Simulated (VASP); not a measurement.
Set up this calculation in VASP 6.6.1, as the native input.

```yaml
Task: single point
Functional: PBEsol
Potentials_or_basis: VASP PAW PBE potentials, release 64 (Sc_sv, H)
Cutoff: 520 eV
k_mesh: 10 × 10 × 10
Occupations: gaussian, width 0.05 eV
Spin: no spin polarisation
Dipole_correction: no
Further_INCAR_settings: ALGO = Normal; EDIFF = 1e-06; NBANDS = 15
```

The structure of ScH3 lies in POSCAR:

```
ScH3
1.0
    0.0000000000      2.6504923732      2.6504923732
    2.6504923732      0.0000000000      2.6504923732
    2.6504923732      2.6504923732      0.0000000000
Sc H
1 3
Direct
    0.0000000000      0.0000000000      0.0000000000
    0.5000000000      0.5000000000      0.5000000000
    0.2500000000      0.2500000000      0.2500000000
    0.7500000000      0.7500000000      0.7500000000
```

The input as run:

INCAR

```
PREC = Accurate ; ENCUT = 520
EDIFF = 1E-6 ; ISMEAR = 0
SIGMA = 0.05 ; LREAL = F
LASPH = T ; NELM = 80
ALGO = Normal ; ISIF = 2
LWAVE = F ; LCHARG = T
GGA = PS ; LELF = T
LVHAR = T ; NBANDS = 15
```

KPOINTS

```
regular mesh
0
Gamma
  10 10 10
```

Potentials or basis: VASP PAW PBE potentials, release 64 (Sc_sv, H).

Launch:

```sh
$ cat potpaw_PBE.64/Sc_sv/POTCAR potpaw_PBE.64/H/POTCAR > POTCAR
$ mpirun -np 1 vasp_std > vasp.out
```

Results of the run:

| Quantity | Value |
| --- | --- |
| Pressure | -22.0 GPa |
| Band gap on the k mesh | zero (band 7 reaches 3.34 eV, above the bottom of band 8 at 3.14 eV) |

Caveat: the PAW data sets were made with another functional, which shifts forces and pressure a little.

Run time: 31 s on 1 thread of Intel(R) Xeon(R) Platinum 8259CL CPU @ 2.50GHz (Skylake/Cascade Lake), with other jobs on the host, peak memory 0.17 GiB.
